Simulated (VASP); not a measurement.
# V (Pm-3m) in VASP: notebook

The runs below take V through single point, with PBE.

Program: VASP 6.6.1. These are calculated values, not measurements. Logs are shortened: lines on timing, memory, paths and dates and some standing lists are left out, and cuts for length are marked.

## (1) The cell of the first run

Symmetry: Pm-3m, No. 221, cubic system. The conventional cell has a = 2.433 Å, b = 2.433 Å, c = 2.433 Å, α = 90.00°, β = 90.00°, γ = 90.00°. Within 3.2 Å of V (site symmetry m-3m) lie 6 V at 2.43 Å.

## (2) Single point, PBE

The input, INCAR:

```
SYSTEM = V
PREC     = Accurate       ! precision mode
ENCUT    = 520            ! plane-wave cutoff, eV
EDIFF    = 1E-7           ! SCF threshold, eV
ISMEAR   = -1             ! smearing method
SIGMA    = 0.06122561905347299 ! smearing width, eV
LREAL    = .False.        ! projectors in reciprocal space
LASPH    = .True.         ! aspherical terms in the spheres
NELM     = 80             ! most SCF steps
ALGO     = Normal         ! electronic algorithm
ISIF     = 2              ! what is computed and relaxed
LWAVE    = .False.        ! write WAVECAR
LCHARG   = .False.        ! write CHGCAR
GGA      = PE             ! functional
NBANDS   = 12             ! bands
```

The input, KPOINTS:

```
regular mesh
0
Gamma
  15 15 15
  0 0 0
```

The input, POSCAR:

```
V
1.0
    2.4325514024      0.0000000000      0.0000000000
    0.0000000000      2.4325514024      0.0000000000
    0.0000000000      0.0000000000      2.4325514024
V
1
Direct
    0.0000000000      0.0000000000      0.0000000000
```

Potentials or basis: VASP PAW PBE potentials, release 64 (V_sv).

Command:

```console
> cat potpaw_PBE.64/V_sv/POTCAR > POTCAR
> mpirun -np 1 vasp_std > vasp.out
```

OUTCAR:

```text
SYSTEM = V
   PREC = Accurate
   ENCUT = 520
   EDIFF = 1E-7
   ISMEAR = -1
   LREAL = .False.
   LASPH = .True.
   NELM = 80
   ISIF = 2
   GGA = PE

 ion  position               nearest neighbor table
   1  0.000  0.000  0.000-

  LATTYP: Found a simple cubic cell.
 ALAT       =     2.4325514024

  Lattice vectors:

 A1 = (   2.4325514024,   0.0000000000,   0.0000000000)
 A2 = (   0.0000000000,   2.4325514024,   0.0000000000)
 A3 = (   0.0000000000,   0.0000000000,   2.4325514024)

Analysis of symmetry for initial positions (statically):
=====================================================================
 Subroutine PRICEL returns:
 Original cell was already a primitive cell.

 Routine SETGRP: Setting up the symmetry group for a
 simple cubic supercell.

 Subroutine GETGRP returns: Found 48 space group operations
 (whereof 48 operations were pure point group operations)
 out of a pool of 48 trial point group operations.

The static configuration has the point symmetry O_h .

Analysis of symmetry for dynamics (positions and initial velocities):
=====================================================================
 Subroutine PRICEL returns:
 Original cell was already a primitive cell.

 Routine SETGRP: Setting up the symmetry group for a
 simple cubic supercell.

 Subroutine GETGRP returns: Found 48 space group operations
 (whereof 48 operations were pure point group operations)
 out of a pool of 48 trial point group operations.

The dynamic configuration has the point symmetry O_h .

 Subroutine INISYM returns: Found 48 space group operations
 (whereof 48 operations are pure point group operations),
 and found     1 'primitive' translations

----------------------------------------------------------------------------------------

                                     Primitive cell

  volume of cell :      14.3942

  direct lattice vectors                    reciprocal lattice vectors
     2.432551402  0.000000000  0.000000000     0.411091005  0.000000000  0.000000000
     0.000000000  2.432551402  0.000000000     0.000000000  0.411091005  0.000000000
     0.000000000  0.000000000  2.432551402     0.000000000  0.000000000  0.411091005

  length of vectors
     2.432551402  2.432551402  2.432551402     0.411091005  0.411091005  0.411091005

  position of ions in fractional coordinates (direct lattice)
     0.000000000  0.000000000  0.000000000

  ion indices of the primitive-cell ions
   primitive index   ion index
                 1           1

----------------------------------------------------------------------------------------

 KPOINTS: regular mesh

Automatic generation of k-mesh.
 Grid dimensions read from file:
 generate k-points for:   15   15   15

 Generating k-lattice:

  Cartesian coordinates                     Fractional coordinates (reciprocal lattice)
     0.027406067  0.000000000  0.000000000     0.066666667  0.000000000  0.000000000
     0.000000000  0.027406067  0.000000000     0.000000000  0.066666667  0.000000000
     0.000000000  0.000000000  0.027406067     0.000000000  0.000000000  0.066666667

  Length of vectors
     0.027406067  0.027406067  0.027406067

  Shift w.r.t. Gamma in fractional coordinates (k-lattice)
     0.000000000  0.000000000  0.000000000

 Subroutine IBZKPT returns following result:
 ===========================================

 Found    120 irreducible k-points:

 Following reciprocal coordinates:
            Coordinates               Weight
  0.000000  0.000000  0.000000      1.000000
  0.066667  0.000000  0.000000      6.000000
  0.133333  0.000000  0.000000      6.000000
  0.200000  0.000000  0.000000      6.000000
  0.266667  0.000000  0.000000      6.000000
  0.333333  0.000000  0.000000      6.000000
[... 16 lines left out ...]
  0.266667  0.200000  0.000000     24.000000
  0.333333  0.200000  0.000000     24.000000
 [... further k-points ...]
   k-points           NKPTS =    120   k-points in BZ     NKDIM =    120   number of bands    NBANDS=     12
   number of dos      NEDOS =    301   number of ions     NIONS =      1
   total plane-waves  NPLWV =   5832
   dimension x,y,z NGX =    18 NGY =   18 NGZ =   18
   dimension x,y,z NGXF=    36 NGYF=   36 NGZF=   36
   ions per type =               1
   NGX,Y,Z   is equivalent  to a cutoff of  12.30, 12.30, 12.30 a.u.
   NGXF,Y,Z  is equivalent  to a cutoff of  24.60, 24.60, 24.60 a.u.
 SYSTEM =  V
   PREC   = accura    normal or accurate (medium, high low for compatibility)
   ISTART =      0    job   : 0-new  1-cont  2-samecut
   ICHARG =      2    charge: 1-file 2-atom 10-const
   ISPIN  =      1    spin polarized calculation?
   LNONCOLLINEAR =      F non collinear calculations
   LSORBIT =      F    spin-orbit coupling
   LASPH  =      T    aspherical Exc in radial PAW
   ENCUT  =  520.0 eV  38.22 Ry    6.18 a.u.   4.52  4.52  4.52*2*pi/ulx,y,z
   NELM   =     80;   NELMIN=  2; NELMDL= -5     # of ELM steps
   EDIFF  = 0.1E-06   stopping-criterion for ELM
   LREAL  =      F    real-space projection
   EDIFFG = 0.1E-05   stopping-criterion for IOM
   NSW    =      0    number of steps for IOM
   IBRION =     -1    ionic relax: 0-MD 1-quasi-New 2-CG
   NFREE  =      0    steps in history (QN), initial steepest desc. (CG)
   ISIF   =      2    stress and relaxation
   ISYM   =      2    0-nonsym 1-usesym 2-fastsym
   POTIM  = 0.5000    time-step for ionic-motion
   TEBEG  =    0.0;   TEEND  =   0.0 temperature during run
   PSTRESS=    0.0 pullay stress
   NELECT =      13.0000    total number of electrons
   NUPDOWN=      -1.0000    fix difference up-down
   EMIN   =  10.00;   EMAX   =-10.00  energy-range for DOS
   EFERMI =   0.00;   METHOD = LEGACY
   ISMEAR =    -1;   SIGMA  =   0.06  broadening in eV -4-tet -1-fermi 0-gaus
   EFERMI_NEDOS =   21; number of points for ismear=-14 and -15
   IALGO  =     38    algorithm
   IMIX   =      4    mixing-type and parameters
     AMIX     =   0.40;   BMIX     =  1.00
     AMIX_MAG =   1.60;   BMIX_MAG =  1.00
  volume/ion in A,a.u.               =      14.39        97.14
  Fermi-wavevector in a.u.,A,eV,Ry     =   1.582440  2.990378 34.070572  2.504116
  Thomas-Fermi vector in A             =   2.682363
   LORBIT       =      0    0 simple, 1 ext, 2 COOP (PROOUT), +10 PAW based schemes
   GGA     = PE    functional components
   LHFCALC =     F    Hartree Fock is set to
   AEXX    =    0.0000 exact exchange contribution
   IVDW    =     0    specifies the selected vdW correction
   LEPSILON=     F    determine dielectric tensor
   LRPA    =     F    only Hartree local field effects (RPA)
 non-spin polarized calculation
  energy-cutoff  :      520.00
  volume of cell :       14.39
 maximum number of plane-waves:       401
 NGX is ok and might be reduce to    18
   NGX =  9   NGY =  9   NGZ =  9

 number of electron      12.9999974 magnetization

 Free energy of the ion-electron system (eV)
  ---------------------------------------------------
  ext. energy  EPLUGINS =         0.00000000
  ---------------------------------------------------
  free energy    TOTEN  =        -8.14341930 eV

  energy without entropy =       -8.12049804  energy(sigma->0) =       -8.13195867

 E-fermi :   9.0569     XC(G=0): -12.4301

 val. band max:        9.0536249250   @ k =   0.4667   0.4000   0.2000
 cond. band min:       9.0659819918   @ k =   0.3333   0.2000   0.1333
 fundamental gap:      0.0123570668
 Fermi energy:         9.0568539477

 k-point     1 :       0.0000    0.0000    0.0000
  band No.  band energies     occupation
      1     -54.7818      2.00000
      2     -27.9989      2.00000
      3     -27.9989      2.00000
      4     -27.9989      2.00000
      5       2.6771      2.00000
      6       6.8857      2.00000
      7       6.8857      2.00000
      8      12.6725      0.00000
      9      12.6725      0.00000
     10      12.6725      0.00000
     11      27.5813      0.00000
     12      27.5813      0.00000

 k-point     2 :       0.0667    0.0000    0.0000
  band No.  band energies     occupation
      1     -54.7743      2.00000
      2     -28.0492      2.00000
      3     -27.9947      2.00000
      4     -27.9947      2.00000
      5       2.8117      2.00000
      6       6.9170      2.00000
      7       6.9879      2.00000
      8      12.5675      0.00000
      9      12.5675      0.00000
     10      12.6804      0.00000
     11      26.4624      0.00000
     12      27.7912      0.00000

 k-point     3 :       0.1333    0.0000    0.0000
  band No.  band energies     occupation
      1     -54.7529      2.00000
      2     -28.1901      2.00000
      3     -27.9825      2.00000
      4     -27.9825      2.00000
      5       3.2004      2.00000
      6       7.0069      2.00000
      7       7.2821      2.00000
      8      12.2810      0.00000
      9      12.2810      0.00000
     10      12.7029      0.00000
     11      24.3747      0.00000
     12      28.3932      0.00000
[... 286 lines left out ...]
 k-point    23 :       0.2667    0.2000    0.0000
  band No.  band energies     occupation
      1     -54.6259      2.00000
      2     -28.5780      2.00000
      3     -28.3242      2.00000
      4     -27.9109      2.00000
      5       5.4036      2.00000
      6       7.7608      2.00000
      7       8.8252      1.95556
      8      10.9050      0.00000
      9      11.5607      0.00000
     10      12.0745      0.00000
     11      21.1238      0.00000
     12      24.4202      0.00000

 k-point    24 :       0.3333    0.2000    0.0000
  band No.  band energies     occupation
      1     -54.5912      2.00000
      2     -28.7889      2.00000
      3     -28.3001      2.00000
      4     -27.8916      2.00000
      5       6.0397      2.00000
      6       7.8346      2.00000
      7       9.0420      1.12093
      8      11.1600      0.00000
      9      11.2073      0.00000
     10      12.1215      0.00000
     11      19.3892      0.00000
     12      25.1852      0.00000

 [... further k-points ...]
[... 5 lines left out ...]
  --------------------------------------------------------------------------------------
  -------------------------------------------------------------------------------------
  Total        0.3258138      0.3258138      0.3258138      0.0000000     -0.0000000     -0.0000000
  in kB       36.2655287     36.2655287     36.2655287      0.0000000     -0.0000000     -0.0000000
  external PRESSURE =      36.2655287 kB  Pullay stress =       0.0000000 kB

 VOLUME and BASIS-vectors are now :
 -----------------------------------------------------------------------------
  energy-cutoff  :      520.00
  volume of cell :       14.39
      direct lattice vectors                 reciprocal lattice vectors
     2.432551402  0.000000000  0.000000000     0.411091005  0.000000000  0.000000000
     0.000000000  2.432551402  0.000000000     0.000000000  0.411091005  0.000000000
     0.000000000  0.000000000  2.432551402     0.000000000  0.000000000  0.411091005

 POSITION                                       TOTAL-FORCE (eV/Angst)
 -----------------------------------------------------------------------------------
      0.00000      0.00000      0.00000         0.000000      0.000000      0.000000
 -----------------------------------------------------------------------------------
    total drift:                                0.000000      0.000000     -0.000000

  FREE ENERGIE OF THE ION-ELECTRON SYSTEM (eV)
  ---------------------------------------------------
  free  energy   TOTEN  =        -8.1434192980 eV

  energy  without entropy=       -8.1204980371  energy(sigma->0) =       -8.13195867
```

Wall time 30 s (1 thread of AMD EPYC 7R13, shared host); peak memory 0.1 GiB.

What came out:

```
Free energy : -8.1434 eV
Pressure    : 3.6 GPa
```

Levels at points of the mesh, in eV from the Fermi level:
```
           k point  band 5  band 6  band 7  band 8  band 9  band 10
(0.00, 0.00, 0.00)   -6.38   -2.17   -2.17    3.62    3.62     3.62
```

## (3) Single point, PBE

This run uses another cell than the first one, of 14.69 Å³/atom, 1.020 times its volume.

INCAR, as its differences from that of step 2:

```diff
@@ -3,3 +3,3 @@
 ENCUT    = 520            ! plane-wave cutoff, eV
-EDIFF    = 1E-7           ! SCF threshold, eV
+EDIFF    = 1E-6           ! SCF threshold, eV
 ISMEAR   = -1             ! smearing method
```

The input, KPOINTS:

```
Automatic mesh
0
Gamma
  15 15 15
  0 0 0
```

The input, POSCAR:

```
V
1.0
    2.4489880591      0.0000000000      0.0000000000
    0.0000000000      2.4489880591      0.0000000000
    0.0000000000      0.0000000000      2.4489880591
V
1
Direct
    0.0000000000      0.0000000000      0.0000000000
```

Potentials or basis: VASP PAW PBE potentials, release 64 (V_sv).

Command:

```console
> cat potpaw_PBE.64/V_sv/POTCAR > POTCAR
> mpirun -np 1 vasp_std > vasp.out
```

It took 28 s on 1 thread of AMD EPYC 7R13, shared host; peak memory 0.1 GiB.

Results (log left out):

```
Free energy : -8.1475 eV
Pressure    : 0.7 GPa
```

Levels at points of the mesh, in eV from the Fermi level:
| k point | band 5 | band 6 | band 7 | band 8 | band 9 | band 10 |
| --- | --- | --- | --- | --- | --- | --- |
| (0.00, 0.00, 0.00) | -6.33 | -2.11 | -2.11 | 3.53 | 3.53 | 3.53 |

## (4) Single point, PBE

This run uses another cell than the first one, of 14.69 Å³/atom, 1.020 times its volume.

The input, INCAR:

```
ALGO     = Normal         # electronic algorithm
EDIFF    = 1E-6           # SCF threshold, eV
ENCUT    = 520            # plane-wave cutoff, eV
GGA      = PE             # functional
ISIF     = 2              # what is computed and relaxed
ISMEAR   = -1             # smearing method
LASPH    = T              # aspherical terms in the spheres
LCHARG   = T              # write CHGCAR
LELF     = T              # ELF
LREAL    = F              # projectors in reciprocal space
LVHAR    = T            
LWAVE    = F              # write WAVECAR
NBANDS   = 12             # bands
NELM     = 100            # most SCF steps
PREC     = Accurate       # precision mode
SIGMA    = 0.06122561905347299 # smearing width, eV
```

The input, KPOINTS:

```
k-points
0
Gamma
  15 15 15
```

POSCAR is that of step 3.

Command:

```console
> cat potpaw_PBE.64/V_sv/POTCAR > POTCAR
> mpirun -np 1 vasp_std > vasp.out
```

It took 26 s on 1 thread of AMD EPYC 7R13, shared host; peak memory 0.1 GiB.

The run converged. Its results:

```
Free energy : -8.1475 eV
Pressure    : 0.7 GPa
```

Levels at points of the mesh, in eV from the Fermi level:
| k point | band 4 | band 5 | band 6 | band 7 | band 8 | band 9 | band 10 | band 11 |
| --- | --- | --- | --- | --- | --- | --- | --- | --- |
| (0.00, 0.00, 0.00) | -37.10 | -6.33 | -2.11 | -2.11 | 3.53 | 3.53 | 3.53 | 18.28 |

## (5) Single point, PBE

This run uses another cell than the first one, of 14.98 Å³/atom, 1.041 times its volume.

The input, INCAR:

```
SYSTEM = V
PREC = Accurate
ENCUT = 520
EDIFF = 1E-6
ISMEAR = -1
SIGMA = 0.06122561905347299
LREAL = .FALSE.
LASPH = .TRUE.
NELM = 100
ALGO = Normal
ISIF = 2
LWAVE = .FALSE.
LCHARG = .FALSE.
GGA = PE
NBANDS = 12
```

The input, KPOINTS:

```
regular mesh
0
G
  15 15 15
  0 0 0
```

The input, POSCAR:

```
V
1.0
    2.4652069957      0.0000000000      0.0000000000
    0.0000000000      2.4652069957      0.0000000000
    0.0000000000      0.0000000000      2.4652069957
V
1
Direct
    0.0000000000      0.0000000000      0.0000000000
```

Command:

```console
> cat potpaw_PBE.64/V_sv/POTCAR > POTCAR
> mpirun -np 1 vasp_std > vasp.out
```

Run time: 25 s. Hardware: 1 thread of AMD EPYC 7R13, shared host; peak memory 0.1 GiB.

The run converged. Its results:

```
Free energy : -8.1464 eV
Pressure    : -1.9 GPa
```

Levels at points of the mesh, in eV from the Fermi level:
```csv
k point,band 4,band 5,band 6,band 7,band 8,band 9,band 10,band 11
"(0.00, 0.00, 0.00)",-37.14,-6.28,-2.05,-2.05,3.45,3.45,3.45,18.04
```

## (6) Summary

| cell | gap on the mesh (eV) | pressure (GPa) |
| --- | --- | --- |
| a = 2.433 Å, 1 atom | none | 3.6 |
| a = 2.449 Å, 1 atom | none | 0.7 |
| a = 2.465 Å, 1 atom | none | -1.9 |

Alike in all rows: task single point; level PBE; potentials or basis VASP PAW PBE potentials, release 64 (V_sv); no spin polarisation; k mesh 15 × 15 × 15; cutoff (eV) 520; smearing fermi-dirac 0.0612256 eV.

Absolute energies hang on the potentials; compare differences alone.
